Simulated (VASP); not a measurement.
A run of VASP 6.6.1 is set up as follows.

Contents of INCAR:

```
SYSTEM = Al
PREC = Accurate ; ENCUT = 600
EDIFF = 1E-8 ; ISMEAR = 0
SIGMA = 0.2 ; LREAL = .FALSE.
LASPH = .TRUE. ; NELM = 60
ALGO = Fast ; ISIF = 3
LWAVE = .FALSE. ; LCHARG = .FALSE.
GGA = CA ; IBRION = 6
NFREE = 2 ; POTIM = 0.015
NSW = 1
```

KPOINTS

```
regular mesh
0
G
  20 20 20
  0 0 0
```

Contents of POSCAR:

```
Al
1.0
    0.0000000000      1.9917598794      1.9917598794
    1.9917598794      0.0000000000      1.9917598794
    1.9917598794      1.9917598794      0.0000000000
Al
1
Direct
    0.0000000000      0.0000000000      0.0000000000
```

Potentials or basis: VASP PAW LDA potentials, release 64 (Al).

Run with:

```console
$ cat potpaw_LDA.64/Al/POTCAR > POTCAR
$ mpirun -np 1 vasp_std > vasp.out
```

Q: Estimate the elastic constants C11, C12, C44.

A: 106, 74, 37 GPa.

Q: What does it give for the Voigt bulk modulus?

A: 84 GPa.

Elastic tensor in Voigt notation (GPa, in the Cartesian axes of the cell as first typed):
```
106  74  74   0   0   0
 74 106  74   0   0   0
 74  74 106   0   0   0
  0   0   0  37   0   0
  0   0   0   0  37   0
  0   0   0   0   0  37
```
